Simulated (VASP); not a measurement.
# Zr9N8 (a cell with a defect) in VASP: a series of runs

The runs below take Zr9N8 (a cell with a defect) through single point, with PBE.

Everything below comes from runs of VASP 6.6.1. Logs are shortened: lines on timing, memory, paths and dates and some standing lists are left out, and cuts for length are marked.

### Step 1. The cell of the first run

The cell holds a defect, 17 atoms: a = 6.498 Å, b = 6.498 Å, c = 6.498 Å, α = 60.00°, β = 60.00°, γ = 60.00°.

### Step 2. Single point, PBE (with an interstitial atom, then relaxed in part)

Input file INCAR:

```
ALGO = Normal
EDIFF = 1E-6
ENCUT = 520
GGA = PE
ISIF = 2
ISMEAR = 0
LASPH = T
LCHARG = F
LREAL = Auto
LWAVE = F
NBANDS = 88
NELM = 80
PREC = Accurate
SIGMA = 0.1
```

Input file KPOINTS:

```
k-points
0
Gamma
  4 4 4
```

Input file POSCAR:

```
Zr9N8
1.0
    0.0000000000      4.5945978683     -4.5945978683
    4.5945978683      4.5945978683      0.0000000000
    4.5945978683      0.0000000000     -4.5945978683
Zr N
9 8
Direct
    0.2519470342      0.7429381930      0.2524771096
    0.2526244968      0.2423497091      0.2533201972
    0.7534867681      0.7429439325      0.2525542007
    0.7413436808      0.2197661647      0.2985928854
    0.2518362459      0.7429100022      0.7542273856
    0.2977190826      0.2197624197      0.7420034859
    0.7136075155      0.8599212889      0.7140174230
    0.7414663869      0.2197493241      0.7418880616
    0.8503692726      0.4483834609      0.8515079605
    0.4699733673      0.4892767262      0.0210322493
    0.4887588037     -0.0084240337      0.0317869888
    1.0203745973      0.4892829820      0.0210975960
    0.9971878296      0.0086644785     -0.0021731639
    0.4993921771      0.5017434207      0.5002450793
    0.4887837646     -0.0086091399      0.4895052890
    1.0203443675      0.4893082040      0.4709072033
    1.0314208225     -0.0086602847      0.4893513533
```

Potentials or basis: VASP PAW PBE potentials, release 64 (Zr_sv, N).

The run is started by

```sh
$ cat potpaw_PBE.64/Zr_sv/POTCAR potpaw_PBE.64/N/POTCAR > POTCAR
$ mpirun -np 1 vasp_std > vasp.out
```

OUTCAR:

```text
EDIFF = 1E-6
   ENCUT = 520
   GGA = PE
   ISIF = 2
   ISMEAR = 0
   LASPH = T
   LREAL = Auto
   NELM = 80
   PREC = Accurate

 ion  position               nearest neighbor table
   1  0.252  0.743  0.252-  17 2.23  11 2.24  10 2.24  16 2.24  14 2.28  13 2.34   6 3.22   4 3.22
                             5 3.24   3 3.24   2 3.25   2 3.25   3 3.26   5 3.26   4 3.30   6 3.30
   2  0.253  0.242  0.253-  10 2.14  12 2.14  16 2.14  17 2.17  11 2.17  15 2.17   5 3.25   1 3.25
                             3 3.25   3 3.25   1 3.25   5 3.25   8 3.26   6 3.26   4 3.26   6 3.26
   3  0.753  0.743  0.253-  15 2.24  11 2.24  12 2.24  16 2.24  14 2.28  13 2.34   8 3.22   4 3.22
                             5 3.24   1 3.24   2 3.25   2 3.25   1 3.26   5 3.26   4 3.30   8 3.30
   4  0.741  0.220  0.299-  17 2.23  15 2.23  14 2.24  13 2.37   9 2.41  12 2.52  10 2.52   7 2.53
                             8 2.88   6 2.88   1 3.22   3 3.22   2 3.26   2 3.26   3 3.30   1 3.30
   5  0.252  0.743  0.754-  17 2.23  10 2.23  15 2.24  12 2.24  14 2.28  13 2.34   8 3.22   6 3.22
                             1 3.24   3 3.24   2 3.25   2 3.25   3 3.26   1 3.26   6 3.30   8 3.30
   6  0.298  0.220  0.742-  11 2.23  15 2.23  14 2.24  13 2.37   9 2.42  16 2.52  12 2.52   7 2.53
                             4 2.88   8 2.88   1 3.22   5 3.22   2 3.26   2 3.26   5 3.30   1 3.30
   7  0.714  0.860  0.714-  17 2.15  15 2.15  11 2.15   9 2.18   4 2.53   8 2.53   6 2.53   5 3.31
                             1 3.31   3 3.31   3 3.31   1 3.31   5 3.31
   8  0.741  0.220  0.742-  11 2.23  17 2.23  14 2.24  13 2.37   9 2.41  16 2.52  10 2.52   7 2.53
                             4 2.88   6 2.88   5 3.22   3 3.22   2 3.26   2 3.26   3 3.30   5 3.30
   9  0.850  0.448  0.852-  10 2.08  12 2.08  16 2.08   7 2.18  13 2.33   4 2.41   8 2.41   6 2.42
                             1 3.60   3 3.60   5 3.60   5 3.61   3 3.61   1 3.61
  10  0.470  0.489  0.021-   9 2.08   2 2.14   5 2.23   1 2.24   8 2.52   4 2.52
  11  0.489  0.992  0.032-   7 2.15   2 2.17   6 2.23   8 2.23   1 2.24   3 2.24
  12  0.020  0.489  0.021-   9 2.08   2 2.14   5 2.24   3 2.24   4 2.52   6 2.52
  13  0.997  0.009  0.998-   9 2.33   5 2.34   1 2.34   3 2.34   6 2.37   8 2.37   4 2.37
  14  0.499  0.502  0.500-   4 2.24   6 2.24   8 2.24   5 2.28   1 2.28   3 2.28
  15  0.489  0.991  0.490-   7 2.15   2 2.17   6 2.23   4 2.23   3 2.24   5 2.24
  16  0.020  0.489  0.471-   9 2.08   2 2.14   3 2.24   1 2.24   8 2.52   6 2.52
  17  0.031  0.991  0.489-   7 2.15   2 2.17   4 2.23   8 2.23   1 2.23   5 2.23

  LATTYP: Found a face centered cubic cell.
 ALAT       =     9.1891957366

  Lattice vectors:

 A1 = (   0.0000000000,   4.5945978683,  -4.5945978683)
 A2 = (   4.5945978683,   4.5945978683,   0.0000000000)
 A3 = (   4.5945978683,   0.0000000000,  -4.5945978683)

Analysis of symmetry for initial positions (statically):
=====================================================================
 Subroutine PRICEL returns:
 Original cell was already a primitive cell.

 Routine SETGRP: Setting up the symmetry group for a
 face centered cubic supercell.

 Subroutine GETGRP returns: Found  1 space group operations
 (whereof  1 operations were pure point group operations)
 out of a pool of 48 trial point group operations.

The static configuration has the point symmetry C_1 .

Analysis of symmetry for dynamics (positions and initial velocities):
=====================================================================
 Subroutine PRICEL returns:
 Original cell was already a primitive cell.

 Routine SETGRP: Setting up the symmetry group for a
 face centered cubic supercell.

 Subroutine GETGRP returns: Found  1 space group operations
 (whereof  1 operations were pure point group operations)
 out of a pool of 48 trial point group operations.

The dynamic configuration has the point symmetry C_1 .

 Subroutine INISYM returns: Found  1 space group operations
 (whereof  1 operations are pure point group operations),
 and found     1 'primitive' translations

----------------------------------------------------------------------------------------

                                     Primitive cell

  volume of cell :     193.9870

  direct lattice vectors                    reciprocal lattice vectors
     0.000000000  4.594597868 -4.594597868    -0.108823452  0.108823452 -0.108823452
     4.594597868  4.594597868  0.000000000     0.108823452  0.108823452  0.108823452
     4.594597868  0.000000000 -4.594597868     0.108823452 -0.108823452 -0.108823452

  length of vectors
     6.497742619  6.497742619  6.497742619     0.188487748  0.188487748  0.188487748

  position of ions in fractional coordinates (direct lattice)
     0.251947034  0.742938193  0.252477110
     0.252624497  0.242349709  0.253320197
     0.753486768  0.742943932  0.252554201
     0.741343681  0.219766165  0.298592885
     0.251836246  0.742910002  0.754227386
     0.297719083  0.219762420  0.742003486
[... 47 lines left out ...]
  Length of vectors
     0.047121937  0.047121937  0.047121937

  Shift w.r.t. Gamma in fractional coordinates (k-lattice)
     0.000000000  0.000000000  0.000000000

 Subroutine IBZKPT returns following result:
 ===========================================

 Found     36 irreducible k-points:

 Following reciprocal coordinates:
            Coordinates               Weight
  0.000000  0.000000  0.000000      1.000000
  0.250000  0.000000  0.000000      2.000000
  0.000000  0.250000  0.000000      2.000000
  0.000000  0.000000  0.250000      2.000000
  0.250000  0.250000  0.250000      2.000000
  0.500000  0.000000  0.000000      1.000000
[... 16 lines left out ...]
  0.250000  0.500000  0.500000      2.000000
  0.500000  0.000000  0.250000      2.000000
 [... further k-points ...]
   k-points           NKPTS =     36   k-points in BZ     NKDIM =     36   number of bands    NBANDS=     88
   number of dos      NEDOS =    301   number of ions     NIONS =     17
   total plane-waves  NPLWV = 110592
   dimension x,y,z NGX =    48 NGY =   48 NGZ =   48
   dimension x,y,z NGXF=    96 NGYF=   96 NGZF=   96
   ions per type =               9   8
   NGX,Y,Z   is equivalent  to a cutoff of  12.28, 12.28, 12.28 a.u.
   NGXF,Y,Z  is equivalent  to a cutoff of  24.56, 24.56, 24.56 a.u.
 SYSTEM =  unknown system
   PREC   = accura    normal or accurate (medium, high low for compatibility)
   ISTART =      0    job   : 0-new  1-cont  2-samecut
   ICHARG =      2    charge: 1-file 2-atom 10-const
   ISPIN  =      1    spin polarized calculation?
   LNONCOLLINEAR =      F non collinear calculations
   LSORBIT =      F    spin-orbit coupling
   LASPH  =      T    aspherical Exc in radial PAW
   ENCUT  =  520.0 eV  38.22 Ry    6.18 a.u.  12.08 12.08 12.08*2*pi/ulx,y,z
   NELM   =     80;   NELMIN=  2; NELMDL= -5     # of ELM steps
   EDIFF  = 0.1E-05   stopping-criterion for ELM
   LREAL  =      T    real-space projection
   EDIFFG = 0.1E-04   stopping-criterion for IOM
   NSW    =      0    number of steps for IOM
   IBRION =     -1    ionic relax: 0-MD 1-quasi-New 2-CG
   NFREE  =      0    steps in history (QN), initial steepest desc. (CG)
   ISIF   =      2    stress and relaxation
   ISYM   =      2    0-nonsym 1-usesym 2-fastsym
   POTIM  = 0.5000    time-step for ionic-motion
   TEBEG  =    0.0;   TEEND  =   0.0 temperature during run
   PSTRESS=    0.0 pullay stress
   NELECT =     148.0000    total number of electrons
   NUPDOWN=      -1.0000    fix difference up-down
   EMIN   =  10.00;   EMAX   =-10.00  energy-range for DOS
   EFERMI =   0.00;   METHOD = LEGACY
   ISMEAR =     0;   SIGMA  =   0.10  broadening in eV -4-tet -1-fermi 0-gaus
   EFERMI_NEDOS =   21; number of points for ismear=-14 and -15
   IALGO  =     38    algorithm
   IMIX   =      4    mixing-type and parameters
     AMIX     =   0.40;   BMIX     =  1.00
     AMIX_MAG =   1.60;   BMIX_MAG =  1.00
  volume/ion in A,a.u.               =      11.41        77.01
  Fermi-wavevector in a.u.,A,eV,Ry     =   1.495907  2.826854 30.446266  2.237737
  Thomas-Fermi vector in A             =   2.607992
   LORBIT       =      0    0 simple, 1 ext, 2 COOP (PROOUT), +10 PAW based schemes
   GGA     = PE    functional components
   LHFCALC =     F    Hartree Fock is set to
   AEXX    =    0.0000 exact exchange contribution
   IVDW    =     0    specifies the selected vdW correction
   LEPSILON=     F    determine dielectric tensor
   LRPA    =     F    only Hartree local field effects (RPA)
 non-spin polarized calculation
 Gauss-broadening in eV      SIGMA  =   0.10
  energy-cutoff  :      520.00
  volume of cell :      193.99
 maximum number of plane-waves:      5238
   NGX = 25   NGY = 25   NGZ = 25

 number of electron     147.9999986 magnetization

 Free energy of the ion-electron system (eV)
  ---------------------------------------------------
  ext. energy  EPLUGINS =         0.00000000
  ---------------------------------------------------
  free energy    TOTEN  =      -157.62788595 eV

  energy without entropy =     -157.59094274  energy(sigma->0) =     -157.60941435

 E-fermi :  13.0637     XC(G=0): -12.8621

 val. band max:       13.0386283798   @ k =   0.5000   0.5000   0.0000
 cond. band min:      13.0836818831   @ k =   0.0000   0.0000   0.0000
 fundamental gap:      0.0450535033
 Fermi energy:        13.0636507781

 k-point     1 :       0.0000    0.0000    0.0000
  band No.  band energies     occupation
      1     -36.6399      2.00000
      2     -36.5063      2.00000
      3     -36.4611      2.00000
      4     -36.4609      2.00000
      5     -36.1212      2.00000
      6     -35.9283      2.00000
[... 2125 lines left out ...]
     85      15.6342      0.00000
     86      15.7891      0.00000

 [... further k-points ...]

 [bands above 86 left out]

------------------------ aborting loop because EDIFF is reached ----------------------------------------

  FORCE on cell =-STRESS in cart. coord.  units (eV):
  Direction    XX          YY          ZZ          XY          YZ          ZX
  --------------------------------------------------------------------------------------
  -------------------------------------------------------------------------------------
  Total       45.7323301     45.7856297     45.7446986      1.2351163      1.2382410      1.2094538
  in kB      377.7125332    378.1527458    377.8146875     10.2010747     10.2268823      9.9891225
  external PRESSURE =     377.8933222 kB  Pullay stress =       0.0000000 kB

 VOLUME and BASIS-vectors are now :
 -----------------------------------------------------------------------------
  energy-cutoff  :      520.00
  volume of cell :      193.99
      direct lattice vectors                 reciprocal lattice vectors
     0.000000000  4.594597868 -4.594597868    -0.108823452  0.108823452 -0.108823452
     4.594597868  4.594597868  0.000000000     0.108823452  0.108823452  0.108823452
     4.594597868  0.000000000 -4.594597868     0.108823452 -0.108823452 -0.108823452

 POSITION                                       TOTAL-FORCE (eV/Angst)
 -----------------------------------------------------------------------------------
      4.57353      4.57110     -2.31763         0.006311      0.005374      0.004992
      2.27740      2.27421     -2.32461         0.001446     -0.003485      0.000896
      4.57391      6.87550     -4.62235         0.007662      0.006020      0.007429
      2.38165      4.41591     -4.77809         0.006772     -0.007576     -0.005679
      6.87874      4.57046     -4.62246         0.003506      0.010651      0.008507
      4.41893      2.37762     -4.77711        -0.007474      0.011131     -0.006607
[... 9 lines left out ...]
      4.41180      2.34165     -2.25710        -0.000011     -0.002315     -0.003680
      6.80318      4.69917     -2.39274        -0.006456      0.005145     -0.009412
 -----------------------------------------------------------------------------------
    total drift:                               -0.001975      0.000997      0.004868

  FREE ENERGIE OF THE ION-ELECTRON SYSTEM (eV)
  ---------------------------------------------------
  free  energy   TOTEN  =      -157.6278859487 eV

  energy  without entropy=     -157.5909427443  energy(sigma->0) =     -157.60941435
```

It took 20 min on 1 thread of Intel Xeon Platinum 8488C (Sapphire Rapids), shared host; peak memory 0.55 GiB.

Results:

```yaml
Free_energy: -157.6279 eV
Pressure: 37.8 GPa
Largest_force: 0.104 eV/Å
Band_gap_on_the_k_mesh: zero (bands 74 and 75 overlap by 0.70 eV)
```

Forces in eV/Å, atoms in the order of the input:
```
Zr   0.006  0.005  0.005
Zr   0.001 -0.003  0.001
Zr   0.008  0.006  0.007
Zr   0.007 -0.008 -0.006
Zr   0.004  0.011  0.009
Zr  -0.007  0.011 -0.007
Zr   0.061  0.054  0.064
Zr  -0.008 -0.010  0.013
Zr  -0.049 -0.044 -0.047
N   -0.001  0.004 -0.009
N    0.007 -0.009 -0.012
N   -0.004 -0.003 -0.002
N   -0.007 -0.009 -0.011
N   -0.001 -0.001 -0.004
N   -0.010 -0.007  0.010
N    0.000 -0.002 -0.004
N   -0.006  0.005 -0.009
```

Levels at points of the mesh, in eV from the Fermi level:
```csv
k point,band 70,band 71,band 72,band 73,band 74,band 75,band 76,band 77,band 78,band 79
"(0.00, 0.00, 0.00)",-3.03,-2.63,-0.66,-0.66,0.02,0.02,0.03,0.58,1.28,1.28
"(0.50, 0.00, 0.00)",-1.72,-1.52,-1.24,-0.63,-0.35,-0.22,0.27,0.28,0.57,0.92
"(0.00, 0.50, 0.00)",-1.87,-1.87,-0.76,-0.76,-0.42,-0.40,-0.40,0.27,1.74,1.75
"(0.00, 0.00, 0.50)",-1.71,-1.52,-1.25,-0.63,-0.35,-0.22,0.27,0.27,0.57,0.93
"(0.50, 0.50, 0.50)",-1.72,-1.52,-1.24,-0.63,-0.35,-0.22,0.27,0.27,0.57,0.92
"(0.50, 0.50, 0.00)",-1.88,-1.54,-1.39,-0.03,0.30,0.65,0.83,0.91,1.19,1.35
"(0.00, 0.50, 0.50)",-1.88,-1.54,-1.40,-0.03,0.30,0.66,0.83,0.91,1.19,1.36
"(0.50, 0.00, 0.50)",-1.88,-1.54,-1.39,-0.03,0.30,0.66,0.83,0.90,1.19,1.36
```

Caveat: the cell differs from its parent crystal (with an interstitial atom, then relaxed in part).

### Step 3. Single point, PBE

Input file INCAR:

```
PREC = Accurate ; ENCUT = 520
EDIFF = 1E-7 ; ISMEAR = 0
SIGMA = 0.1 ; LREAL = Auto
LASPH = T ; NELM = 80
ALGO = Normal ; ISIF = 2
LWAVE = F ; LCHARG = F
GGA = PE ; NBANDS = 88
```

Input file KPOINTS:

```
regular mesh
0
Gamma
  4 4 4
```

Input file POSCAR:

```
Zr9N8
1.0
    0.0000000000      4.5945978683     -4.5945978683
    4.5945978683      4.5945978683      0.0000000000
    4.5945978683      0.0000000000     -4.5945978683
Zr N
9 8
Direct
    0.2513327680      0.7514548822      0.2511159917
    0.2520103028      0.2508663507      0.2519591558
    0.7528726342      0.7514605410      0.2511930387
    0.7407294605      0.2282826550      0.2972318882
    0.2512219857      0.7514265881      0.7528663224
    0.2971048913      0.2282790638      0.7406422929
    0.7129933008      0.8684378077      0.7126563834
    0.7408521045      0.2282660050      0.7405269400
    0.8497551063      0.4569000509      0.8501468707
    0.4693592479      0.4977932924      0.0196711448
    0.4881445698      0.0000924999      0.0304259489
    1.0197604087      0.4977996041      0.0197364389
    0.9965736135      0.0171810466     -0.0035341504
    0.4987779270      0.5102601070      0.4988839210
    0.4881695992     -0.0000924999      0.4881441345
    1.0197302646      0.4978247424      0.4695460978
    1.0308066420     -0.0001436470      0.4879902582
```

Potentials or basis: VASP PAW PBE potentials, release 64 (Zr_sv, N).

The run is started by

```sh
$ cat potpaw_PBE.64/Zr_sv/POTCAR potpaw_PBE.64/N/POTCAR > POTCAR
$ mpirun -np 1 vasp_std > vasp.out
```

Run time: 22 min. Hardware: 1 thread of Intel Xeon Platinum 8488C (Sapphire Rapids), shared host; peak memory 0.56 GiB.

Results (log left out):

* Free energy: -157.6279 eV
* Pressure: 37.8 GPa
* Largest force: 0.106 eV/Å
* Band gap on the k mesh: zero (bands 74 and 75 overlap by 0.70 eV)

Forces in eV/Å, atoms in the order of the input:
```
Zr   0.005  0.004  0.006
Zr   0.000 -0.005 -0.001
Zr   0.006  0.006  0.007
Zr   0.007 -0.009 -0.006
Zr   0.003  0.009  0.008
Zr  -0.008  0.011 -0.007
Zr   0.063  0.056  0.064
Zr  -0.008 -0.010  0.015
Zr  -0.048 -0.043 -0.048
N   -0.001  0.004 -0.008
N    0.008 -0.009 -0.012
N   -0.004 -0.002 -0.001
N   -0.006 -0.009 -0.010
N   -0.001 -0.001 -0.004
N   -0.010 -0.007  0.010
N    0.000 -0.002 -0.003
N   -0.006  0.006 -0.009
```

Stress tensor (GPa, compression positive):
```
37.77  1.02  1.00
 1.02 37.81  1.02
 1.00  1.02 37.78
```

Levels at points of the mesh, in eV from the Fermi level:
```tsv
k point	band 70	band 71	band 72	band 73	band 74	band 75	band 76	band 77	band 78	band 79
(0.00, 0.00, 0.00)	-3.03	-2.63	-0.66	-0.66	0.02	0.02	0.03	0.58	1.28	1.28
(0.50, 0.00, 0.00)	-1.72	-1.52	-1.24	-0.63	-0.35	-0.22	0.27	0.28	0.57	0.92
(0.00, 0.50, 0.00)	-1.87	-1.87	-0.76	-0.76	-0.42	-0.40	-0.40	0.27	1.74	1.75
(0.00, 0.00, 0.50)	-1.71	-1.52	-1.25	-0.63	-0.35	-0.22	0.27	0.27	0.57	0.93
(0.50, 0.50, 0.50)	-1.72	-1.52	-1.24	-0.63	-0.35	-0.22	0.27	0.27	0.57	0.92
(0.50, 0.50, 0.00)	-1.88	-1.54	-1.39	-0.03	0.30	0.65	0.83	0.91	1.19	1.35
(0.00, 0.50, 0.50)	-1.88	-1.54	-1.40	-0.03	0.30	0.66	0.83	0.91	1.19	1.36
(0.50, 0.00, 0.50)	-1.88	-1.54	-1.39	-0.03	0.30	0.66	0.83	0.91	1.19	1.36
```
